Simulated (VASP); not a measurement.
# Si23H4O48 (a cell with a defect) in VASP: a series of runs, part 2 of 2

VASP 6.6.1. Earlier steps stand in the parts before.

**3. Single point, PBE+D3(BJ)**

Input file INCAR:

```
SYSTEM = Si23H4O48
  PREC = Accurate
  ENCUT = 520
  EDIFF = 1E-7
  ISMEAR = 0
  SIGMA = 0.02
  LREAL = Auto
  LASPH = .TRUE.
  NELM = 100
  ALGO = Normal
  ISIF = 2
  LWAVE = .FALSE.
  LCHARG = .FALSE.
  GGA = PE
  IVDW = 12
  NBANDS = 235
```

Input file KPOINTS:

```
regular mesh
0
G
  1 1 1
  0 0 0
```

Input file POSCAR:

```
Si23H4O48
1.0
    9.8316000000      0.0000000000      0.0000000000
   -4.9158000000      8.5144150000      0.0000000000
    0.0000000000      0.0000000000     10.8182000000
Si O H
23 48 4
Direct
    0.2668430000      0.0009767400      0.1634700000
    0.0028516000      0.2703680000      0.3357050000
    0.2306050000      0.2354080000      0.0001007300
    0.2653480000      0.9977494000      0.6636500000
    0.9932126000      0.2663560000      0.8350300000
    0.2323110000      0.2285110000      0.5017520000
    0.2682820000      0.5027390000      0.1672110000
    0.9997803800      0.7676140000      0.3331480000
    0.2338640000      0.7330290000      0.9966533000
    0.9989205000      0.7666930000      0.8327140000
    0.2344290000      0.7356140000      0.4976220000
    0.7692410000      0.0042952000      0.1672390000
    0.4984520000      0.2670890000      0.3326380000
    0.7266420000      0.2320240000      0.0002954000
    0.7657180000      0.0012322000      0.6669000000
    0.4945750000      0.2657660000      0.8320270000
    0.7327730000      0.2338080000      0.4992370000
    0.7651740000      0.5008340000      0.1672980000
    0.5011880000      0.7703670000      0.3320530000
    0.7350830000      0.7369020000      0.0012113000
    0.7631940000      0.4995590000      0.6663380000
    0.5046480000      0.7692100000      0.8316280000
    0.7327490000      0.7354920000      0.4996880000
    0.0687650000      0.2066210000      0.4462400000
    0.2961240000      0.3658270000      0.1099080000
    0.1402060000      0.4347450000      0.2786630000
    0.2024600000      0.0698960000      0.0553950000
    0.3623780000      0.2944360000      0.3913610000
    0.4306990000      0.1384180000      0.2213530000
    0.0654320000      0.2098730000      0.9457150000
    0.3038820000      0.3517710000      0.6166480000
    0.1356700000      0.4290170000      0.7780800000
    0.1997120000      0.0574320000      0.5499300000
    0.3584550000      0.2958220000      0.8879650000
    0.4284840000      0.1364520000      0.7217280000
    0.0679010000      0.7063220000      0.4438320000
    0.2991160000      0.8684090000      0.1031500000
    0.1368330000      0.9300380000      0.2735220000
    0.2040780000      0.5698520000      0.0580140000
    0.3639780000      0.7993980000      0.3865800000
    0.4342950000      0.6406840000      0.2215190000
    0.0677460000      0.7049810000      0.9423610000
    0.2993620000      0.8643310000      0.6090240000
    0.1350350000      0.9300380000      0.7738950000
    0.2058530000      0.5699500000      0.5554350000
    0.3593880000      0.7870590000      0.8833780000
    0.4574520000      0.6484340000      0.7143040000
    0.5683340000      0.2046660000      0.4411890000
    0.7907210000      0.3628830000      0.1097040000
    0.6344730000      0.4331810000      0.2768560000
    0.7032200000      0.0691220000      0.0573170000
    0.8658290000      0.2991990000      0.3913950000
    0.9337440000      0.1415760000      0.2241200000
    0.5617480000      0.2046160000      0.9436860000
    0.7914020000      0.3622690000      0.6109670000
    0.6303510000      0.4323090000      0.7751710000
    0.7053660000      0.0690910000      0.5554790000
    0.8539980000      0.2927100000      0.8882170000
    0.9307640000      0.1366270000      0.7244910000
    0.5684650000      0.7078670000      0.4422990000
    0.7990200000      0.8685060000      0.1101390000
    0.6394420000      0.9356300000      0.2772850000
    0.7054800000      0.5714430000      0.0574340000
    0.8637870000      0.7971160000      0.3899890000
    0.9305870000      0.6356190000      0.2243800000
    0.5697540000      0.7090080000      0.9453830000
    0.7944690000      0.8645580000      0.6107280000
    0.6368080000      0.9393260000      0.7782680000
    0.7041320000      0.5699330000      0.5561050000
    0.8633810000      0.7966100000      0.8896810000
    0.9285160000      0.6335080000      0.7246220000
    0.4522990000      0.5477660000      0.7253400000
    0.2297450000      0.3561110000      0.6755540000
    0.3027980000      0.5849670000      0.5956360000
    0.1168285300      0.4783655200      0.7087822100
```

Potentials or basis: VASP PAW PBE potentials, release 64 (Si, O, H).

On the command line:

```sh
$ cat potpaw_PBE.64/Si/POTCAR potpaw_PBE.64/O/POTCAR potpaw_PBE.64/H/POTCAR > POTCAR
$ mpirun -np 1 vasp_gam > vasp.out
```

OUTCAR:

```text
SYSTEM = Si23H4O48
   PREC = Accurate
   ENCUT = 520
   EDIFF = 1E-7
   ISMEAR = 0
   LREAL = Auto
   LASPH = .TRUE.
   NELM = 100
   ISIF = 2
   GGA = PE
   IVDW = 12
 IVDW          = 12

 ion  position               nearest neighbor table
   1  0.267  0.001  0.163-  29 1.62  37 1.62  38 1.63  27 1.63   3 3.06  13 3.07   9 3.07   8 3.08

   2  0.003  0.270  0.336-  26 1.62  52 1.62  24 1.63  53 1.63  17 3.06   7 3.06   6 3.07  12 3.07

   3  0.231  0.235  0.000-  27 1.62  30 1.62  25 1.63  34 1.63   7 3.06  16 3.06   1 3.06   5 3.07
[... 83 lines left out ...]
  70  0.863  0.797  0.890-  10 1.62  20 1.63
  71  0.929  0.634  0.725-  21 1.62  10 1.63
  72  0.452  0.548  0.725-  47 0.97
  73  0.230  0.356  0.676-  31 0.99
  74  0.303  0.585  0.596-  45 0.99
  75  0.117  0.478  0.709-  32 0.96

  LATTYP: Found a hexagonal cell.
 ALAT       =     9.8316000000
 C/A-ratio  =     1.1003498922

  Lattice vectors:

 A1 = (   9.8316000000,   0.0000000000,   0.0000000000)
 A2 = (  -4.9158000000,   8.5144150000,   0.0000000000)
 A3 = (   0.0000000000,   0.0000000000,  10.8182000000)

Analysis of symmetry for initial positions (statically):
=====================================================================
 Subroutine PRICEL returns:
 Original cell was already a primitive cell.

 Routine SETGRP: Setting up the symmetry group for a
 hexagonal supercell.

 Subroutine GETGRP returns: Found  1 space group operations
 (whereof  1 operations were pure point group operations)
 out of a pool of 24 trial point group operations.

The static configuration has the point symmetry C_1 .

Analysis of symmetry for dynamics (positions and initial velocities):
=====================================================================
 Subroutine PRICEL returns:
 Original cell was already a primitive cell.

[... 251 lines left out ...]
  Fermi-wavevector in a.u.,A,eV,Ry     =   1.229912  2.324196 20.581296  1.512683
  Thomas-Fermi vector in A             =   2.364781
   LORBIT       =      0    0 simple, 1 ext, 2 COOP (PROOUT), +10 PAW based schemes
   GGA     = PE    functional components
   LHFCALC =     F    Hartree Fock is set to
   AEXX    =    0.0000 exact exchange contribution
   IVDW    =    12    specifies the selected vdW correction
   LEPSILON=     F    determine dielectric tensor
   LRPA    =     F    only Hartree local field effects (RPA)
 non-spin polarized calculation
 Gauss-broadening in eV      SIGMA  =   0.02
  energy-cutoff  :      520.00
  volume of cell :      905.60
 maximum number of plane-waves:     12195
 NGX is ok and might be reduce to    80
   NGX = 37   NGY = 37   NGZ = 41

 number of electron     384.0000017 magnetization

 Free energy of the ion-electron system (eV)
  ---------------------------------------------------
  ext. energy  EPLUGINS =         0.00000000
  ---------------------------------------------------
  free energy    TOTEN  =      -573.51859142 eV

  energy without entropy =     -573.51859142  energy(sigma->0) =     -573.51859142

 E-fermi :   1.2050     XC(G=0):  -9.2386

 val. band max:        1.0970695043   @ k =   0.0000   0.0000   0.0000
 cond. band min:       6.7974224726   @ k =   0.0000   0.0000   0.0000
 fundamental gap:      5.7003529684
 Fermi energy:         1.2049971506

 k-point     1 :       0.0000    0.0000    0.0000
  band No.  band energies     occupation
      1     -18.3519      2.00000
      2     -17.9192      2.00000
      3     -17.9007      2.00000
      4     -17.8786      2.00000
      5     -17.8669      2.00000
      6     -17.8400      2.00000
[... 196 lines left out ...]
    203       9.8104      0.00000
    204       9.8399      0.00000
 [bands above 204 left out]

------------------------ aborting loop because EDIFF is reached ----------------------------------------

 Edisp (eV)  -10.19587

 E8    (eV) :    -3.4069

  FORCE on cell =-STRESS in cart. coord.  units (eV):
  Direction    XX          YY          ZZ          XY          YZ          ZX
  --------------------------------------------------------------------------------------
  -------------------------------------------------------------------------------------
  Total       2.77069     5.89015     3.38972     0.18950    -1.33154     0.13824
  in kB       4.90190    10.42084     5.99710     0.33526    -2.35576     0.24457
  external pressure =        7.11 kB  Pullay stress =        0.00 kB

 VOLUME and BASIS-vectors are now :
 -----------------------------------------------------------------------------
  energy-cutoff  :      520.00
  volume of cell :      905.60
      direct lattice vectors                 reciprocal lattice vectors
     9.831600000  0.000000000  0.000000000     0.101712844  0.058723941  0.000000000
    -4.915800000  8.514415000  0.000000000     0.000000000  0.117447881  0.000000000
     0.000000000  0.000000000 10.818200000     0.000000000  0.000000000  0.092436819

 POSITION                                       TOTAL-FORCE (eV/Angst)
 -----------------------------------------------------------------------------------
      2.61869      0.00832      1.76845         0.018460     -0.004546      0.002581
     -1.30104      2.30203      3.63172        -0.007536      0.020365      0.005543
      1.11000      2.00436      0.00109        -0.007161     -0.012601      0.001753
     -2.29594      8.49525      7.17950         0.024124     -0.006508      0.007213
      8.45552      2.26787      9.03352         0.017485     -0.042092      0.047405
      1.16067      1.94564      5.42805        -0.008370     -0.007800     -0.039367
[... 67 lines left out ...]
      0.10141      4.98065      6.44371         0.082394     -0.011357      0.040865
     -1.20294      4.07300      7.66775        -0.550727      0.587783     -0.952482
 -----------------------------------------------------------------------------------
    total drift:                               -0.019750      0.003026     -0.013689

  FREE ENERGIE OF THE ION-ELECTRON SYSTEM (eV)
  ---------------------------------------------------
  free  energy   TOTEN  =      -583.7144660765 eV

  energy  without entropy=     -583.7144660765  energy(sigma->0) =     -583.71446608
```

stdout:

```text
POSCAR found type information on POSCAR SiO H
 POSCAR found :  3 types and      75 ions
 scaLAPACK will be used
 LDA part: xc-table for (Slater+PW92), standard interpolation
 POSCAR, INCAR and KPOINTS ok, starting setup
 FFT: planning ... GRIDC
 FFT: planning ... GRID_SOFT
 FFT: planning ... GRID
 WAVECAR not read
 entering main loop
```

Run time: 5 min. Hardware: 1 thread of Intel Xeon 6975P-C (Granite Rapids), shared host; peak memory 0.94 GiB.

Results:

* Free energy: -583.7145 eV
* Pressure: 0.7 GPa
* Largest force: 1.247 eV/Å
* Band gap on the k mesh: 5.70 eV
* Dispersion energy per atom: -0.136 eV

Forces in eV/Å, atoms in the order of the input:
```
Si   0.018 -0.005  0.003
Si  -0.008  0.020  0.006
Si  -0.007 -0.013  0.002
Si   0.024 -0.007  0.007
Si   0.017 -0.042  0.047
Si  -0.008 -0.008 -0.039
Si   0.016 -0.001  0.006
Si  -0.008  0.012  0.006
Si  -0.003 -0.010  0.002
Si  -0.009  0.010 -0.006
Si  -0.013 -0.033  0.004
Si   0.017 -0.001  0.000
Si  -0.004  0.009  0.002
Si  -0.016 -0.017  0.012
Si   0.002 -0.013 -0.014
Si  -0.006  0.012 -0.002
Si  -0.008 -0.011  0.001
Si   0.012  0.002  0.002
Si  -0.012  0.013  0.007
Si  -0.010 -0.013  0.003
Si   0.018  0.000 -0.001
Si  -0.040  0.023 -0.003
Si  -0.008 -0.018 -0.002
O    0.003  0.003  0.003
O   -0.003 -0.004 -0.006
O    0.006 -0.001 -0.003
O    0.009  0.002  0.000
O   -0.010 -0.005  0.003
O   -0.004  0.007  0.000
O   -0.012  0.009 -0.012
O    0.029  0.005 -0.008
O    0.525 -0.535  0.912
O   -0.002  0.004 -0.002
O   -0.004 -0.001  0.002
O   -0.007  0.005 -0.001
O   -0.009  0.007 -0.005
O   -0.002 -0.005 -0.003
O    0.010  0.001 -0.007
O    0.003  0.002 -0.004
O   -0.001  0.002 -0.007
O    0.000  0.004 -0.005
O   -0.003  0.001 -0.002
O   -0.003  0.004  0.001
O    0.007  0.006 -0.004
O   -0.028 -0.006 -0.022
O   -0.004 -0.004  0.004
O   -0.020  0.040 -0.005
O   -0.006  0.004 -0.002
O   -0.003 -0.008 -0.006
O    0.006  0.004 -0.001
O    0.006  0.000 -0.004
O   -0.005 -0.008  0.003
O   -0.003  0.007 -0.002
O   -0.002  0.001 -0.001
O   -0.004 -0.007 -0.002
O    0.004  0.000  0.001
O    0.008 -0.001  0.005
O    0.012  0.000 -0.008
O    0.007  0.027  0.008
O    0.002  0.009 -0.004
O   -0.001 -0.002 -0.004
O    0.006  0.001 -0.002
O    0.007 -0.001  0.000
O   -0.006 -0.003  0.004
O   -0.004  0.006  0.000
O   -0.003  0.002 -0.004
O   -0.003 -0.004  0.000
O    0.008  0.010  0.004
O    0.005  0.001  0.002
O   -0.006 -0.004  0.004
O   -0.004  0.004  0.006
H    0.035 -0.090 -0.022
H   -0.035  0.024  0.064
H    0.082 -0.011  0.041
H   -0.551  0.588 -0.952
```

Caveat: the k points lie up to 0.74 Å⁻¹ apart.
